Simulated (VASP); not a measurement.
# Si (I4/mmm) in VASP: notebook

The runs below take Si through single point, with LDA.

All numbers are computed with VASP 6.6.1; they aren't measurements. Logs are shortened: lines on timing, memory, paths and dates and some standing lists are left out, and cuts for length are marked.

**1. The cell of the first run**

It takes space group I4/mmm (No. 139, tetragonal). Conventional cell: a = 6.551 Å, b = 6.551 Å, c = 3.845 Å, α = 90.00°, β = 90.00°, γ = 90.00°. Within 3.1 Å of Si (site symmetry m2m) lie 4 Si at 2.33 to 2.34 Å.

**2. Single point, LDA (strain -0.015 along x and y, +0.000 along z)**

File INCAR:

```
SYSTEM = Si
PREC = Accurate ; ENCUT = 520
EDIFF = 1E-6 ; ISMEAR = 0
SIGMA = 0.03 ; LREAL = .FALSE.
LASPH = .TRUE. ; NELM = 80
ALGO = Normal ; ISIF = 2
LWAVE = .FALSE. ; LCHARG = .FALSE.
NBANDS = 16
```

File KPOINTS:

```
Automatic mesh
0
G
  10 10 10
  0 0 0
```

File POSCAR:

```
Si
1.0
   -3.2755626256      3.2755626256      1.9223856600
    3.2755626256     -3.2755626256      1.9223856600
    3.2755626256      3.2755626256     -1.9223856600
Si
4
Direct
    0.1788010600      0.1788010600      0.3576021200
    0.8211989400      0.8211989400      0.6423978800
    0.1788010600      0.8211989400      0.0000000000
    0.8211989400      0.1788010600      0.0000000000
```

Potentials or basis: VASP PAW LDA potentials, release 64 (Si).

Command:

```bash
$ cat potpaw_LDA.64/Si/POTCAR > POTCAR
$ mpirun -np 1 vasp_std > vasp.out
```

OUTCAR:

```text
SYSTEM = Si
   PREC = Accurate
   ENCUT = 520
   EDIFF = 1E-6
   ISMEAR = 0
   LREAL = .FALSE.
   LASPH = .TRUE.
   NELM = 80
   ISIF = 2

 ion  position               nearest neighbor table
   1  0.179  0.179  0.358-   2 2.33   2 2.33   3 2.34   4 2.34
   2  0.821  0.821  0.642-   1 2.33   1 2.33   4 2.34   3 2.34
   3  0.179  0.821  0.000-   4 2.33   4 2.33   2 2.34   1 2.34
   4  0.821  0.179  0.000-   3 2.33   3 2.33   2 2.34   1 2.34

  LATTYP: Found a body centered tetragonal cell.
 ALAT       =     6.5511252512
 C/A-ratio  =     0.5868871640

  Lattice vectors:

 A1 = (  -3.2755626256,   3.2755626256,   1.9223856600)
 A2 = (   3.2755626256,  -3.2755626256,   1.9223856600)
 A3 = (   3.2755626256,   3.2755626256,  -1.9223856600)

Analysis of symmetry for initial positions (statically):
=====================================================================
 Subroutine PRICEL returns:
 Original cell was already a primitive cell.

 Routine SETGRP: Setting up the symmetry group for a
 body centered tetragonal supercell.

 Subroutine GETGRP returns: Found 16 space group operations
 (whereof 16 operations were pure point group operations)
 out of a pool of 16 trial point group operations.

The static configuration has the point symmetry D_4h.

Analysis of symmetry for dynamics (positions and initial velocities):
=====================================================================
 Subroutine PRICEL returns:
 Original cell was already a primitive cell.

 Routine SETGRP: Setting up the symmetry group for a
 body centered tetragonal supercell.

 Subroutine GETGRP returns: Found 16 space group operations
 (whereof 16 operations were pure point group operations)
 out of a pool of 16 trial point group operations.

The dynamic configuration has the point symmetry D_4h.

 Subroutine INISYM returns: Found 16 space group operations
 (whereof 16 operations are pure point group operations),
 and found     1 'primitive' translations

----------------------------------------------------------------------------------------

                                     Primitive cell

  volume of cell :      82.5035

  direct lattice vectors                    reciprocal lattice vectors
    -3.275562626  3.275562626  1.922385660     0.000000000  0.152645532  0.260093492
     3.275562626 -3.275562626  1.922385660     0.152645532  0.000000000  0.260093492
     3.275562626  3.275562626 -1.922385660     0.152645532  0.152645532  0.000000000

  length of vectors
     5.015395065  5.015395065  5.015395065     0.301577989  0.301577989  0.215873382

  position of ions in fractional coordinates (direct lattice)
     0.178801060  0.178801060  0.357602120
     0.821198940  0.821198940  0.642397880
     0.178801060  0.821198940  0.000000000
     0.821198940  0.178801060  0.000000000

  ion indices of the primitive-cell ions
   primitive index   ion index
                 1           1
                 2           2
                 3           3
                 4           4

----------------------------------------------------------------------------------------

 KPOINTS: Automatic mesh

Automatic generation of k-mesh.
 Grid dimensions read from file:
 generate k-points for:   10   10   10

 Generating k-lattice:

  Cartesian coordinates                     Fractional coordinates (reciprocal lattice)
     0.000000000  0.015264553  0.026009349     0.100000000 -0.000000000  0.000000000
     0.015264553  0.000000000  0.026009349    -0.000000000  0.100000000  0.000000000
     0.015264553  0.015264553  0.000000000     0.000000000  0.000000000  0.100000000

  Length of vectors
     0.030157799  0.030157799  0.021587338

  Shift w.r.t. Gamma in fractional coordinates (k-lattice)
     0.000000000  0.000000000  0.000000000

 Subroutine IBZKPT returns following result:
 ===========================================

 Found    102 irreducible k-points:

 Following reciprocal coordinates:
            Coordinates               Weight
  0.000000  0.000000  0.000000      1.000000
  0.100000  0.000000 -0.000000      8.000000
  0.200000  0.000000 -0.000000      8.000000
  0.300000  0.000000  0.000000      8.000000
  0.400000  0.000000  0.000000      8.000000
  0.500000  0.000000  0.000000      4.000000
[... 16 lines left out ...]
  0.300000  0.300000  0.000000      8.000000
  0.400000  0.300000  0.000000     16.000000
 [... further k-points ...]
   k-points           NKPTS =    102   k-points in BZ     NKDIM =    102   number of bands    NBANDS=     16
   number of dos      NEDOS =    301   number of ions     NIONS =      4
   total plane-waves  NPLWV =  64000
   dimension x,y,z NGX =    40 NGY =   40 NGZ =   40
   dimension x,y,z NGXF=    80 NGYF=   80 NGZF=   80
   ions per type =               4
   NGX,Y,Z   is equivalent  to a cutoff of  13.26, 13.26, 13.26 a.u.
   NGXF,Y,Z  is equivalent  to a cutoff of  26.52, 26.52, 26.52 a.u.
 SYSTEM =  Si
   PREC   = accura    normal or accurate (medium, high low for compatibility)
   ISTART =      0    job   : 0-new  1-cont  2-samecut
   ICHARG =      2    charge: 1-file 2-atom 10-const
   ISPIN  =      1    spin polarized calculation?
   LNONCOLLINEAR =      F non collinear calculations
   LSORBIT =      F    spin-orbit coupling
   LASPH  =      T    aspherical Exc in radial PAW
   ENCUT  =  520.0 eV  38.22 Ry    6.18 a.u.   9.33  9.33  9.33*2*pi/ulx,y,z
   NELM   =     80;   NELMIN=  2; NELMDL= -5     # of ELM steps
   EDIFF  = 0.1E-05   stopping-criterion for ELM
   LREAL  =      F    real-space projection
   EDIFFG = 0.1E-04   stopping-criterion for IOM
   NSW    =      0    number of steps for IOM
   IBRION =     -1    ionic relax: 0-MD 1-quasi-New 2-CG
   NFREE  =      0    steps in history (QN), initial steepest desc. (CG)
   ISIF   =      2    stress and relaxation
   ISYM   =      2    0-nonsym 1-usesym 2-fastsym
   POTIM  = 0.5000    time-step for ionic-motion
   TEBEG  =    0.0;   TEEND  =   0.0 temperature during run
   PSTRESS=    0.0 pullay stress
   NELECT =      16.0000    total number of electrons
   NUPDOWN=      -1.0000    fix difference up-down
   EMIN   =  10.00;   EMAX   =-10.00  energy-range for DOS
   EFERMI =   0.00;   METHOD = LEGACY
   ISMEAR =     0;   SIGMA  =   0.03  broadening in eV -4-tet -1-fermi 0-gaus
   EFERMI_NEDOS =   21; number of points for ismear=-14 and -15
   IALGO  =     38    algorithm
   IMIX   =      4    mixing-type and parameters
     AMIX     =   0.40;   BMIX     =  1.00
     AMIX_MAG =   1.60;   BMIX_MAG =  1.00
  volume/ion in A,a.u.               =      20.63       139.19
  Fermi-wavevector in a.u.,A,eV,Ry     =   0.947598  1.790700 12.217237  0.897942
  Thomas-Fermi vector in A             =   2.075706
   LORBIT       =      0    0 simple, 1 ext, 2 COOP (PROOUT), +10 PAW based schemes
   GGA     = CA    functional components
   LHFCALC =     F    Hartree Fock is set to
   AEXX    =    0.0000 exact exchange contribution
   IVDW    =     0    specifies the selected vdW correction
   LEPSILON=     F    determine dielectric tensor
   LRPA    =     F    only Hartree local field effects (RPA)
 non-spin polarized calculation
 Gauss-broadening in eV      SIGMA  =   0.03
  energy-cutoff  :      520.00
  volume of cell :       82.50
 maximum number of plane-waves:      2255
 NGX is ok and might be reduce to    40
   NGX = 19   NGY = 19   NGZ = 19

 number of electron      16.0000000 magnetization

 Free energy of the ion-electron system (eV)
  ---------------------------------------------------
  ext. energy  EPLUGINS =         0.00000000
  ---------------------------------------------------
  free energy    TOTEN  =       -23.37211529 eV

  energy without entropy =      -23.37210357  energy(sigma->0) =      -23.37210943

 E-fermi :   5.7549     XC(G=0):  -9.4190

 val. band max:        5.7158979238   @ k =   0.5000   0.5000   0.5000
 cond. band min:       5.7867713508   @ k =   0.5000   0.5000   0.5000
 fundamental gap:      0.0708734270
 Fermi energy:         5.7548598219

 k-point     1 :       0.0000    0.0000    0.0000
  band No.  band energies     occupation
      1      -6.5700      2.00000
      2      -2.0948      2.00000
      3       0.0376      2.00000
      4       0.0376      2.00000
      5       1.7882      2.00000
      6       4.0977      2.00000
[... 8 lines left out ...]
     15      10.9358      0.00000
     16      12.3883      0.00000

 k-point     2 :       0.1000    0.0000   -0.0000
  band No.  band energies     occupation
      1      -6.4585      2.00000
      2      -2.1336      2.00000
      3      -0.1176      2.00000
      4       0.2111      2.00000
      5       1.8928      2.00000
      6       3.4740      2.00000
[... 8 lines left out ...]
     15      10.4992      0.00000
     16      12.9467      0.00000

 k-point     3 :       0.2000    0.0000   -0.0000
  band No.  band energies     occupation
      1      -6.1301      2.00000
      2      -2.1758      2.00000
      3      -0.5539      2.00000
      4       0.4913      2.00000
      5       2.0456      2.00000
      6       2.4170      2.00000
[... 8 lines left out ...]
     15      10.9410      0.00000
     16      12.6667      0.00000

 k-point     4 :       0.3000    0.0000    0.0000
  band No.  band energies     occupation
      1      -5.6086      2.00000
      2      -2.1251      2.00000
      3      -1.2862      2.00000
      4       0.2998      2.00000
      5       1.6075      2.00000
      6       2.1408      2.00000
[... 8 lines left out ...]
     15      11.9039      0.00000
     16      12.2099      0.00000
[... 324 lines left out ...]
 k-point    22 :      -0.2000    0.2000    0.0000
  band No.  band energies     occupation
      1      -6.3440      2.00000
      2      -2.9495      2.00000
      3       0.1171      2.00000
      4       0.2117      2.00000
      5       2.8025      2.00000
      6       3.8603      2.00000
[... 8 lines left out ...]
     15      11.4077      0.00000
     16      13.2589      0.00000

 k-point    23 :       0.3000    0.3000    0.0000
  band No.  band energies     occupation
      1      -4.4898      2.00000
      2      -3.0279      2.00000
      3      -2.2218      2.00000
      4      -0.0618      2.00000
      5       1.1126      2.00000
      6       2.7271      2.00000
[... 8 lines left out ...]
     15      12.2364      0.00000
     16      13.3265      0.00000

 k-point    24 :       0.4000    0.3000    0.0000
  band No.  band energies     occupation
      1      -4.8651      2.00000
      2      -3.6083      2.00000
      3      -1.5406      2.00000
      4       0.5576      2.00000
      5       1.3595      2.00000
      6       2.6039      2.00000
[... 8 lines left out ...]
     15      11.7786      0.00000
     16      12.4028      0.00000

 [... further k-points ...]

------------------------ aborting loop because EDIFF is reached ----------------------------------------

  FORCE on cell =-STRESS in cart. coord.  units (eV):
  Direction    XX          YY          ZZ          XY          YZ          ZX
  --------------------------------------------------------------------------------------
  -------------------------------------------------------------------------------------
  Total        0.9129330      0.9129330     -0.6057224      0.0000000      0.0000000     -0.0000000
  in kB       17.7287114     17.7287114    -11.7628317      0.0000000      0.0000000     -0.0000000
  external PRESSURE =       7.8981970 kB  Pullay stress =       0.0000000 kB

 VOLUME and BASIS-vectors are now :
 -----------------------------------------------------------------------------
  energy-cutoff  :      520.00
  volume of cell :       82.50
      direct lattice vectors                 reciprocal lattice vectors
    -3.275562626  3.275562626  1.922385660     0.000000000  0.152645532  0.260093492
     3.275562626 -3.275562626  1.922385660     0.152645532  0.000000000  0.260093492
     3.275562626  3.275562626 -1.922385660     0.152645532  0.152645532  0.000000000

 POSITION                                       TOTAL-FORCE (eV/Angst)
 -----------------------------------------------------------------------------------
      1.17135      1.17135     -0.00000         0.144241      0.144241      0.000000
      2.10421      2.10421      1.92239        -0.144241     -0.144241     -0.000000
      2.10421     -2.10421      1.92239        -0.144241      0.144241      0.000000
     -2.10421      2.10421      1.92239         0.144241     -0.144241      0.000000
 -----------------------------------------------------------------------------------
    total drift:                               -0.000000     -0.000000      0.000000

  FREE ENERGIE OF THE ION-ELECTRON SYSTEM (eV)
  ---------------------------------------------------
  free  energy   TOTEN  =       -23.3721152940 eV

  energy  without entropy=      -23.3721035661  energy(sigma->0) =      -23.37210943
```

Run time: 3.5 min. Hardware: 1 thread of Intel Xeon 8259CL, shared host; peak memory 0.25 GiB.

Results:

| Property | Result |
| --- | --- |
| Free energy | -23.3721 eV |
| Pressure | 0.8 GPa |
| Largest force | 0.204 eV/Å |
| Band gap on the k mesh | 0.07 eV |

Forces on the atoms (eV/Å):
```
Si   0.144  0.144  0.000
Si  -0.144 -0.144  0.000
Si  -0.144  0.144  0.000
Si   0.144 -0.144  0.000
```

Levels at points of the mesh, in eV from the valence-band top:
```tsv
k point	band 5	band 6	band 7	band 8	band 9	band 10	band 11	band 12
(0.00, 0.00, 0.00)	-3.93	-1.62	-1.62	-0.64	1.19	1.57	1.57	2.21
(0.50, 0.00, 0.00)	-4.51	-3.66	-2.51	-1.43	0.69	2.38	2.93	3.43
(0.50, 0.50, 0.00)	-2.94	-2.18	-1.93	-1.77	1.40	1.69	1.86	4.03
(0.50, 0.50, 0.50)	-3.16	-0.27	0.00	0.00	0.07	3.31	3.62	4.14
```

Caveat: the cell differs from its parent crystal (strain -0.015 along x and y, +0.000 along z). A k mesh can miss the band edges.

**3. Single point, LDA (strain +0.000 along x and y, -0.015 along z)**

File INCAR:

```
SYSTEM = Si
PREC = Accurate
ENCUT = 520
EDIFF = 1E-7
ISMEAR = 0
SIGMA = 0.03
LREAL = .FALSE.
LASPH = .TRUE.
NELM = 80
ALGO = Normal
ISIF = 2
LWAVE = .FALSE.
LCHARG = .TRUE.
GGA = CA
LELF = .TRUE.
LVHAR = .TRUE.
NBANDS = 16
```

File KPOINTS:

```
regular mesh
0
G
  10 10 10
  0 0 0
```

File POSCAR:

```
Si
1.0
   -3.3254442900      3.3254442900      1.8935498751
    3.3254442900     -3.3254442900      1.8935498751
    3.3254442900      3.3254442900     -1.8935498751
Si
4
Direct
    0.1788010600      0.1788010600      0.3576021200
    0.8211989400      0.8211989400      0.6423978800
    0.1788010600      0.8211989400      0.0000000000
    0.8211989400      0.1788010600      0.0000000000
```

Potentials or basis: VASP PAW LDA potentials, release 64 (Si).

Command:

```bash
$ cat potpaw_LDA.64/Si/POTCAR > POTCAR
$ mpirun -np 1 vasp_std > vasp.out
```

It took 4 min on 1 thread of Intel Xeon 8259CL, shared host; peak memory 0.25 GiB.

Results (log left out):

```yaml
Free_energy: -23.3749 eV
Pressure: -0.5 GPa
Largest_force: 0.167 eV/Å
Band_gap_on_the_k_mesh: 0.25 eV (least direct gap 0.45 eV)
```

Forces in eV/Å, atoms in the order of the input:
```
Si  -0.118 -0.118  0.000
Si   0.118  0.118  0.000
Si   0.118 -0.118  0.000
Si  -0.118  0.118  0.000
```

Stress tensor (GPa, compression positive):
```
-1.33  0.00  0.00
 0.00 -1.33  0.00
 0.00  0.00  1.24
```

Levels at points of the mesh, in eV from the valence-band top:
```csv
k point,band 6,band 7,band 8,band 9,band 10,band 11
"(0.00, 0.00, 0.00)",-1.40,-1.40,-0.51,1.52,1.52,1.53
"(0.50, 0.00, 0.00)",-3.54,-2.37,-1.46,0.73,2.28,2.92
"(0.50, 0.50, 0.00)",-1.99,-1.90,-1.53,1.70,1.87,1.97
"(0.50, 0.50, 0.50)",-0.16,0.00,0.00,0.45,3.29,3.34
```

Caveat: the cell differs from its parent crystal (strain +0.000 along x and y, -0.015 along z).

(Part 1 of 2 ends here.)
